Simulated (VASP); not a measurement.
A run of VASP 6.6.1:

File INCAR:

```
SYSTEM = HfO2
ALGO = Normal
EDIFF = 1E-6
ENCUT = 520
GGA = PE
ISIF = 2
ISMEAR = -1
LASPH = .TRUE.
LCHARG = .FALSE.
LREAL = .FALSE.
LWAVE = .FALSE.
NBANDS = 31
NELM = 80
PREC = Accurate
SIGMA = 0.02
```

The input KPOINTS:

```
k-points
0
G
  8 8 6
  0 0 0
```

POSCAR

```
HfO2
1.0
    3.6839934451      0.0000000000      0.0000000000
    0.0000000000      3.6839934451      0.0000000000
    0.0000000000      0.0000000000      5.3582911391
Hf O
2 4
Direct
    0.5000000000      0.5000000000      0.5000000000
    0.0000000000      0.0000000000      0.0000000000
    0.0000000000      0.5000000000      0.6794696950
    0.5000000000      0.0000000000      0.8205303050
    0.5000000000      0.0000000000      0.3205303050
    0.0000000000      0.5000000000      0.1794696950
```

Potentials or basis: VASP PAW PBE potentials, release 64 (Hf_pv, O).

The run is started by

```bash
$ cat potpaw_PBE.64/Hf_pv/POTCAR potpaw_PBE.64/O/POTCAR > POTCAR
$ mpirun -np 1 vasp_std > vasp.out
```

Hardware: 1 thread of Intel Xeon 6975P-C (shared host).

How long does it take, and how much memory?

Run time: 120 s on 1 thread of Intel Xeon 6975P-C (shared host), peak memory 0.25 GiB. Counts: scf iterations 14, k points 60.
